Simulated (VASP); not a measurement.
# W (Im-3m) in VASP: single point with r2SCAN

Aim: the single point of W with r2SCAN.

Everything below comes from runs of VASP 6.6.1. Logs are shortened: lines on timing, memory, paths and dates and some standing lists are left out, and cuts for length are marked.

**1. The cell of the first run**

The structure is cubic, space group Im-3m (No. 229). The conventional cell has a = 3.149 Å, b = 3.149 Å, c = 3.149 Å, α = 90.00°, β = 90.00°, γ = 90.00°. Within 3.6 Å of W (site symmetry m-3m) lie 14 W at 2.73 to 3.15 Å.

**2. Single point, r2SCAN**

POSCAR

```
W
1.0
   -1.5743340400      1.5743340400      1.5743340400
    1.5743340400     -1.5743340400      1.5743340400
    1.5743340400      1.5743340400     -1.5743340400
W
1
Direct
    0.0000000000      0.0000000000      0.0000000000
```

INCAR.step1

```
ALGO = Normal ; EDIFF = 1E-4
ENCUT = 520 ; GGA = PE
ISMEAR = -1 ; LASPH = True
LCHARG = False ; LREAL = False
LWAVE = True ; NBANDS = 13
NELM = 80 ; PREC = Accurate
SIGMA = 0.1
```

INCAR.step2

```
ALGO = Normal ; EDIFF = 1E-6
ENCUT = 520 ; ISIF = 2
ISMEAR = -1 ; ISTART = 1
LASPH = True ; LCHARG = False
LMIXTAU = True ; LREAL = False
LWAVE = False ; METAGGA = R2SCAN
NBANDS = 13 ; NELM = 80
PREC = Accurate ; SIGMA = 0.1
```

KPOINTS

```
k-points
0
Gamma
  15 15 15
```

Potentials or basis: VASP PAW PBE potentials, release 64 (W_sv).

Command:

```
$ cat potpaw_PBE.64/W_sv/POTCAR > POTCAR
$ cp INCAR.step1 INCAR
$ mpirun -np 1 vasp_std > vasp.out
$ cp INCAR.step2 INCAR
$ mpirun -np 1 vasp_std > vasp.out
```

OUTCAR:

```text
EDIFF = 1E-6
   ENCUT = 520
   ISIF = 2
   ISMEAR = -1
   ISTART = 1
   LASPH = True
   LREAL = False
   METAGGA = R2SCAN
   NELM = 80
   PREC = Accurate

 ion  position               nearest neighbor table
   1  0.000  0.000  0.000-

  LATTYP: Found a body centered cubic cell.
 ALAT       =     3.1486680800

  Lattice vectors:

 A1 = (  -1.5743340400,   1.5743340400,   1.5743340400)
 A2 = (   1.5743340400,  -1.5743340400,   1.5743340400)
 A3 = (   1.5743340400,   1.5743340400,  -1.5743340400)

Analysis of symmetry for initial positions (statically):
=====================================================================
 Subroutine PRICEL returns:
 Original cell was already a primitive cell.

 Routine SETGRP: Setting up the symmetry group for a
 body centered cubic supercell.

 Subroutine GETGRP returns: Found 48 space group operations
 (whereof 48 operations were pure point group operations)
 out of a pool of 48 trial point group operations.

The static configuration has the point symmetry O_h .

Analysis of symmetry for dynamics (positions and initial velocities):
=====================================================================
 Subroutine PRICEL returns:
 Original cell was already a primitive cell.

 Routine SETGRP: Setting up the symmetry group for a
 body centered cubic supercell.

 Subroutine GETGRP returns: Found 48 space group operations
 (whereof 48 operations were pure point group operations)
 out of a pool of 48 trial point group operations.

The dynamic configuration has the point symmetry O_h .

 Subroutine INISYM returns: Found 48 space group operations
 (whereof 48 operations are pure point group operations),
 and found     1 'primitive' translations

----------------------------------------------------------------------------------------

                                     Primitive cell

  volume of cell :      15.6081

  direct lattice vectors                    reciprocal lattice vectors
    -1.574334040  1.574334040  1.574334040     0.000000000  0.317594607  0.317594607
     1.574334040 -1.574334040  1.574334040     0.317594607  0.000000000  0.317594607
     1.574334040  1.574334040 -1.574334040     0.317594607  0.317594607  0.000000000

  length of vectors
     2.726826545  2.726826545  2.726826545     0.449146600  0.449146600  0.449146600

  position of ions in fractional coordinates (direct lattice)
     0.000000000  0.000000000  0.000000000

  ion indices of the primitive-cell ions
   primitive index   ion index
                 1           1

----------------------------------------------------------------------------------------

 KPOINTS: k-points

Automatic generation of k-mesh.
 Grid dimensions read from file:
 generate k-points for:   15   15   15

 Generating k-lattice:

  Cartesian coordinates                     Fractional coordinates (reciprocal lattice)
     0.000000000  0.021172974  0.021172974     0.066666667  0.000000000  0.000000000
     0.021172974  0.000000000  0.021172974     0.000000000  0.066666667  0.000000000
     0.021172974  0.021172974  0.000000000     0.000000000  0.000000000  0.066666667

  Length of vectors
     0.029943107  0.029943107  0.029943107

  Shift w.r.t. Gamma in fractional coordinates (k-lattice)
     0.000000000  0.000000000  0.000000000

 Subroutine IBZKPT returns following result:
 ===========================================

 Found    120 irreducible k-points:

 Following reciprocal coordinates:
            Coordinates               Weight
  0.000000  0.000000  0.000000      1.000000
  0.066667  0.000000  0.000000     12.000000
  0.133333  0.000000  0.000000     12.000000
  0.200000  0.000000  0.000000     12.000000
  0.266667  0.000000  0.000000     12.000000
  0.333333  0.000000  0.000000     12.000000
[... 16 lines left out ...]
  0.333333  0.200000  0.000000     48.000000
  0.400000  0.200000  0.000000     24.000000
 [... further k-points ...]
   k-points           NKPTS =    120   k-points in BZ     NKDIM =    120   number of bands    NBANDS=     13
   number of dos      NEDOS =    301   number of ions     NIONS =      1
   total plane-waves  NPLWV =   8000
   dimension x,y,z NGX =    20 NGY =   20 NGZ =   20
   dimension x,y,z NGXF=    40 NGYF=   40 NGZF=   40
   ions per type =               1
   NGX,Y,Z   is equivalent  to a cutoff of  12.19, 12.19, 12.19 a.u.
   NGXF,Y,Z  is equivalent  to a cutoff of  24.39, 24.39, 24.39 a.u.
 SYSTEM =  unknown system
   PREC   = accura    normal or accurate (medium, high low for compatibility)
   ISTART =      1    job   : 0-new  1-cont  2-samecut
   ICHARG =      0    charge: 1-file 2-atom 10-const
   ISPIN  =      1    spin polarized calculation?
   LNONCOLLINEAR =      F non collinear calculations
   LSORBIT =      F    spin-orbit coupling
   LASPH  =      T    aspherical Exc in radial PAW
   ENCUT  =  520.0 eV  38.22 Ry    6.18 a.u.   5.07  5.07  5.07*2*pi/ulx,y,z
   NELM   =     80;   NELMIN=  2; NELMDL=  0     # of ELM steps
   EDIFF  = 0.1E-05   stopping-criterion for ELM
   LREAL  =      F    real-space projection
   EDIFFG = 0.1E-04   stopping-criterion for IOM
   NSW    =      0    number of steps for IOM
   IBRION =     -1    ionic relax: 0-MD 1-quasi-New 2-CG
   NFREE  =      0    steps in history (QN), initial steepest desc. (CG)
   ISIF   =      2    stress and relaxation
   ISYM   =      2    0-nonsym 1-usesym 2-fastsym
   POTIM  = 0.5000    time-step for ionic-motion
   TEBEG  =    0.0;   TEEND  =   0.0 temperature during run
   PSTRESS=    0.0 pullay stress
   NELECT =      14.0000    total number of electrons
   NUPDOWN=      -1.0000    fix difference up-down
   EMIN   =  10.00;   EMAX   =-10.00  energy-range for DOS
   EFERMI =   0.00;   METHOD = LEGACY
   ISMEAR =    -1;   SIGMA  =   0.10  broadening in eV -4-tet -1-fermi 0-gaus
   EFERMI_NEDOS =   21; number of points for ismear=-14 and -15
   IALGO  =     38    algorithm
   IMIX   =      4    mixing-type and parameters
     AMIX     =   0.40;   BMIX     =  1.00
     AMIX_MAG =   1.60;   BMIX_MAG =  1.00
  volume/ion in A,a.u.               =      15.61       105.33
  Fermi-wavevector in a.u.,A,eV,Ry     =   1.578825  2.983546 33.915079  2.492688
  Thomas-Fermi vector in A             =   2.679297
   LORBIT       =      0    0 simple, 1 ext, 2 COOP (PROOUT), +10 PAW based schemes
   METAGGA = R2SCAN    functional components
   LHFCALC =     F    Hartree Fock is set to
   AEXX    =    0.0000 exact exchange contribution
   IVDW    =     0    specifies the selected vdW correction
   LEPSILON=     F    determine dielectric tensor
   LRPA    =     F    only Hartree local field effects (RPA)
 non-spin polarized calculation
  energy-cutoff  :      520.00
  volume of cell :       15.61
 maximum number of plane-waves:       432
   NGX = 11   NGY = 11   NGZ = 11

 number of electron      14.0000005 magnetization

 Free energy of the ion-electron system (eV)
  ---------------------------------------------------
  ext. energy  EPLUGINS =         0.00000000
  ---------------------------------------------------
  free energy    TOTEN  =       -51.34836335 eV

  energy without entropy =      -51.33607682  energy(sigma->0) =      -51.34222008

 E-fermi :  11.4763     XC(G=0): -15.0610

 val. band max:       11.4288657119   @ k =  -0.3333   0.4000   0.2667
 cond. band min:      11.6435722690   @ k =  -0.2667   0.3333   0.1333
 fundamental gap:      0.2147065571
 Fermi energy:        11.4762723411

 k-point     1 :       0.0000    0.0000    0.0000
  band No.  band energies     occupation
      1     -64.5827      2.00000
      2     -27.4164      2.00000
      3     -27.4164      2.00000
      4     -27.4164      2.00000
      5       1.2994      2.00000
      6      10.2050      1.99999
      7      10.2050      1.99999
      8      10.2050      1.99999
      9      14.1118      0.00000
     10      14.1118      0.00000
     11      26.8080      0.00000
     12      26.8080      0.00000
     13      26.8080      0.00000

 k-point     2 :       0.0667    0.0000    0.0000
  band No.  band energies     occupation
      1     -64.5758      2.00000
      2     -27.4843      2.00000
      3     -27.4373      2.00000
      4     -27.4168      2.00000
      5       1.5282      2.00000
      6      10.0636      2.00000
      7      10.1701      2.00000
      8      10.4257      1.99995
      9      13.8848      0.00000
     10      14.1108      0.00000
     11      27.0029      0.00000
     12      27.1977      0.00000
     13      27.3649      0.00000

 k-point     3 :       0.1333    0.0000    0.0000
  band No.  band energies     occupation
      1     -64.5561      2.00000
      2     -27.6731      2.00000
      3     -27.4959      2.00000
      4     -27.4178      2.00000
      5       2.1763      2.00000
      6       9.6866      2.00000
      7      10.0139      2.00000
      8      11.0767      1.96388
      9      13.4675      0.00000
     10      14.1248      0.00000
     11      27.4400      0.00000
     12      28.3153      0.00000
     13      28.6637      0.00000
[... 305 lines left out ...]
 k-point    23 :       0.3333    0.2000    0.0000
  band No.  band energies     occupation
      1     -64.4138      2.00000
      2     -28.6643      2.00000
      3     -28.0505      2.00000
      4     -27.5611      2.00000
      5       6.1276      2.00000
      6       7.9943      2.00000
      7       9.7077      2.00000
      8      13.7244      0.00000
      9      15.1317      0.00000
     10      19.5617      0.00000
     11      22.4392      0.00000
     12      25.9697      0.00000
     13      28.7298      0.00000

 k-point    24 :       0.4000    0.2000    0.0000
  band No.  band energies     occupation
      1     -64.4081      2.00000
      2     -28.6873      2.00000
      3     -28.0899      2.00000
      4     -27.5640      2.00000
      5       6.1109      2.00000
      6       7.9689      2.00000
      7      10.0002      2.00000
      8      13.7867      0.00000
      9      15.3066      0.00000
     10      20.3356      0.00000
     11      21.6423      0.00000
     12      25.4224      0.00000
     13      28.5917      0.00000

 [... further k-points ...]
[... 5 lines left out ...]
  --------------------------------------------------------------------------------------
  -------------------------------------------------------------------------------------
  Total        0.7532783      0.7532783      0.7532783      0.0000000      0.0000000      0.0000000
  in kB       77.3241917     77.3241917     77.3241917      0.0000000      0.0000000      0.0000000
  external PRESSURE =      77.3241917 kB  Pullay stress =       0.0000000 kB

 VOLUME and BASIS-vectors are now :
 -----------------------------------------------------------------------------
  energy-cutoff  :      520.00
  volume of cell :       15.61
      direct lattice vectors                 reciprocal lattice vectors
    -1.574334040  1.574334040  1.574334040     0.000000000  0.317594607  0.317594607
     1.574334040 -1.574334040  1.574334040     0.317594607  0.000000000  0.317594607
     1.574334040  1.574334040 -1.574334040     0.317594607  0.317594607  0.000000000

 POSITION                                       TOTAL-FORCE (eV/Angst)
 -----------------------------------------------------------------------------------
      0.00000      0.00000      0.00000         0.000000      0.000000      0.000000
 -----------------------------------------------------------------------------------
    total drift:                                0.000000     -0.000000      0.000000

  FREE ENERGIE OF THE ION-ELECTRON SYSTEM (eV)
  ---------------------------------------------------
  free  energy   TOTEN  =       -51.3483633466 eV

  energy  without entropy=      -51.3360768187  energy(sigma->0) =      -51.34222008
```

Run time: 2.1 min. Hardware: 1 thread of Intel Xeon 6975P-C, shared host; peak memory 0.15 GiB.

What came out:

| Quantity | Value |
| --- | --- |
| Free energy | -51.3484 eV |
| Pressure | 7.7 GPa |
| Band gap on the k mesh | zero (band 7 reaches 16.42 eV, above the bottom of band 8 at 10.21 eV) |

Caveat: the PAW data sets were made with another functional, which shifts forces and pressure a little; spin-orbit coupling is left out, which moves the levels of the heavy elements.
